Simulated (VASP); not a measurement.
CsH, 2 atoms in the cell. It takes space group F-43m (No. 216, cubic). The conventional cell has a = 4.802 Å, b = 4.802 Å, c = 4.802 Å, α = 90.00°, β = 90.00°, γ = 90.00°. Cs (site symmetry -43m) has 4 H at 2.08 Å within 2.8 Å. Within 2.8 Å of H (site symmetry -43m) lie 4 Cs at 2.08 Å. 

| Quantity | Value |
| --- | --- |
| Program | VASP 6.6.1 |
| Task | single point |
| Functional | r2SCAN |
| Potentials or basis | VASP PAW PBE potentials, release 64 (Cs_sv, H_h) |
| Cutoff | 1350 eV |
| k mesh | 4 × 4 × 4 |
| Occupations | fermi-dirac, width 0.01 eV |
| Spin | no spin polarisation |
| Dipole correction | no |
| Further INCAR settings | ALGO = Normal; EDIFF = 1e-06; NBANDS = 12 |

Potentials or basis: VASP PAW PBE potentials, release 64 (Cs_sv, H_h).

The run is started by

```sh
$ cat potpaw_PBE.64/Cs_sv/POTCAR potpaw_PBE.64/H_h/POTCAR > POTCAR
$ cp INCAR.step1 INCAR
$ mpirun -np 1 vasp_std > vasp.out
$ cp INCAR.step2 INCAR
$ mpirun -np 1 vasp_std > vasp.out
```

Hardware: 1 thread of Intel(R) Xeon(R) Platinum 8488C (Sapphire Rapids), on a shared host.

Question: How long does it take, and how much memory?

Answer: Run time: 68 s on 1 thread of Intel(R) Xeon(R) Platinum 8488C (Sapphire Rapids) (shared host), peak memory 0.29 GiB. Counts: k points 8.
